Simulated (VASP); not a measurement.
Here is a VASP 6.6.1 calculation.

File POSCAR:

```
GaP
1.0
    0.0000000000      2.7253992957      2.7253992957
    2.7253992957      0.0000000000      2.7253992957
    2.7253992957      2.7253992957      0.0000000000
Ga P
1 1
Direct
    0.0000000000      0.0000000000      0.0000000000
    0.2500000000      0.2500000000      0.2500000000
```

File INCAR.step1:

```
PREC = Accurate ; ENCUT = 550
ISMEAR = 1 ; SIGMA = 0.2
LREAL = False ; LASPH = True
NELM = 120 ; NBANDS = 16
GGA = PE ; ALGO = Normal
EDIFF = 1E-5 ; LWAVE = True
LCHARG = False ; GGA_COMPAT = False
```

The input INCAR.step2:

```
PREC = Accurate ; ENCUT = 550
EDIFF = 1E-6 ; ISMEAR = 1
SIGMA = 0.2 ; LREAL = False
LASPH = True ; NELM = 120
ALGO = Normal ; ISIF = 2
LWAVE = False ; LCHARG = True
METAGGA = R2SCAN ; LMIXTAU = True
LELF = True ; LVHAR = True
NBANDS = 16 ; ISTART = 1
GGA_COMPAT = False
```

Contents of KPOINTS:

```
regular mesh
0
Gamma
  6 6 6
```

Potentials or basis: VASP PAW PBE potentials, release 64 (Ga_d, P).

Run with:

```sh
$ cat potpaw_PBE.64/Ga_d/POTCAR potpaw_PBE.64/P/POTCAR > POTCAR
$ cp INCAR.step1 INCAR
$ mpirun -np 1 vasp_std > vasp.out
$ cp INCAR.step2 INCAR
$ mpirun -np 1 vasp_std > vasp.out
```

(1) Estimate the pressure.

(2) What does it give for the band gap on the k mesh?

## Answers

(1) 0.0 GPa.

(2) 1.91 eV (least direct gap 2.34 eV).

Caveat: the PAW data sets were made with another functional, which shifts forces and pressure a little.
